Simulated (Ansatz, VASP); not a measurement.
# Two plane-wave programs on AlN

INCAR

```
SYSTEM = AlN
  ALGO = Normal
  EDIFF = 1E-6
  ENCUT = 520
  GGA = PS
  ISIF = 2
  ISMEAR = 0
  LASPH = .TRUE.
  LCHARG = .FALSE.
  LREAL = .FALSE.
  LWAVE = .FALSE.
  NBANDS = 16
  NELM = 60
  PREC = Accurate
  SIGMA = 0.05
```

File KPOINTS:

```
k-points
0
G
  9 9 6
  0 0 0
```

File POSCAR:

```
AlN
1.0
    3.0608159216      0.0000000000      0.0000000000
   -1.5304079608      2.6507443444      0.0000000000
    0.0000000000      0.0000000000      5.1425804165
Al N
2 2
Direct
    0.3333333333      0.6666666667      0.0000000000
    0.6666666667      0.3333333333      0.5000000000
    0.3333333333      0.6666666667      0.3850000000
    0.6666666667      0.3333333333      0.8850000000
```

Input for Ansatz:

```yaml
crystal:
  lattice:
    - [3.0608159216, 0.0, 0.0]
    - [-1.5304079608, 2.6507443444, 0.0]
    - [0.0, 0.0, 5.1425804165]
  atoms:
    - { symbol: Al, position: [0.3333333333, 0.6666666667, 0.0] }
    - { symbol: Al, position: [0.6666666667, 0.3333333333, 0.5] }
    - { symbol: "N", position: [0.3333333333, 0.6666666667, 0.385] }
    - { symbol: "N", position: [0.6666666667, 0.3333333333, 0.885] }
basis:
  ecutwfc: 420
kpoints:
  mp_grid: { grid: [9, 9, 6] }
hamiltonian:
  xc: pbesol
scf:
  occupations: { method: gaussian, width: 0.05 }
output:
  forces: true
  stress: true
  eigenvalues: true
```

Alike in both runs: task single point; functional PBEsol; k mesh 9 × 9 × 6; occupations gaussian, width 0.05 eV; no spin polarisation.

```csv
,VASP,Ansatz
version,VASP 6.6.1,Ansatz 0.2.0
potentials or method,"VASP PAW PBE potentials, release 64 (Al, N), cutoff 520 eV","scalar-relativistic, plane waves, PAW"
valence electrons in the cell,16,16
```

```tsv
	VASP	Ansatz	Ansatz less VASP
gap on the k mesh at the Fermi level (eV)	4.18	4.16	-0.018
least direct gap on the mesh (eV)	4.18	4.16	-0.018
pressure (GPa)	1.9	1.9	+0.04
traceless stress, the component that is largest in VASP (GPa)	-13.67	-13.49	+0.174
rms of the force components (eV/Å)	0.363	0.358	-0.0050
```

VASP's potentials were made for PBE, not for PBEsol. Atom by atom the forces differ by 0.005 eV/Å (rms over components).
